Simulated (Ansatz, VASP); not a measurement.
Hg: VASP beside Ansatz

Contents of INCAR:

```
SYSTEM = Hg
PREC     = Accurate       ! precision mode
ENCUT    = 550            ! plane-wave cutoff, eV
EDIFF    = 1E-7           ! SCF threshold, eV
ISMEAR   = -1             ! smearing method
SIGMA    = 0.1            ! smearing width, eV
LREAL    = .False.        ! projectors in reciprocal space
LASPH    = .True.         ! aspherical terms in the spheres
NELM     = 120            ! most SCF steps
ALGO     = Normal         ! electronic algorithm
ISIF     = 3              ! what is computed and relaxed
LWAVE    = .False.        ! write WAVECAR
LCHARG   = .False.        ! write CHGCAR
GGA      = RE             ! functional
IBRION   = 2              ! ionic algorithm
NSW      = 80             ! ionic steps
EDIFFG   = -0.01          ! ionic threshold
GGA_COMPAT= .False.      
NELMIN   = 4
```

File KPOINTS:

```
Automatic mesh
0
Gamma
  9 9 9
  0 0 0
```

The input POSCAR:

```
Hg
1.0
    0.0000000000      3.1463715427      3.1463715427
    3.1463715427      0.0000000000      3.1463715427
    3.1463715427      3.1463715427      0.0000000000
Hg
2
Direct
    0.1250000000      0.1250000000      0.1250000000
    0.8750000000      0.8750000000      0.8750000000
```

Input for Ansatz:

```yaml
crystal:
  lattice:
    - [0.0, 3.1463715427, 3.1463715427]
    - [3.1463715427, 0.0, 3.1463715427]
    - [3.1463715427, 3.1463715427, 0.0]
  atoms:
    - { symbol: Hg, position: [0.125, 0.125, 0.125] }
    - { symbol: Hg, position: [0.875, 0.875, 0.875] }
hamiltonian:
  xc: revpbe
  pseudopotentials:
    kind: paw
    azcp:
      Hg: "pseudopotentials/Hg.paw.azcp"
basis:
  ecutwfc: 420
  fft_grid_basis: typed
kpoints:
  mp_grid: { grid: [9, 9, 9], shift: [0, 0, 0] }
magnetization:
  spin_polarized: false
scf:
  occupations: { method: fermi_dirac, width: 0.1 }
relax:
  max_steps: 60
  f_tol: 0.01
  cell: {}
```

Alike in both runs: task relaxation of cell and atoms; functional revPBE; k mesh 9 × 9 × 9; occupations fermi-dirac, width 0.1 eV; no spin polarisation.

```csv
,VASP,Ansatz
version,VASP 6.6.1,Ansatz 0.2.0
potentials or method,"VASP PAW PBE potentials, release 64 (Hg_sv_GW), cutoff 550 eV","plane waves (420 eV) with PAW, scalar-relativistic"
valence electrons in the cell,40,40
```

VASP gave:

```
relaxed volume (Å³/atom)                                                      : 43.57
relaxed length of the cell vector where the two differ most in proportion (Å) : 4.976
```

Estimate Ansatz's values.

relaxed volume (Å³/atom): 139.63; relaxed length of the cell vector where the two differ most in proportion (Å): 7.337.

VASP's potentials were made for PBE, not for revPBE. One of these differences is far larger than is usual between the two programs; its cause wasn't traced.

Spin-orbit coupling is off throughout. Noted on VASP's run: the volume moved by over 15 % at a fixed basis, so the end points are rough.
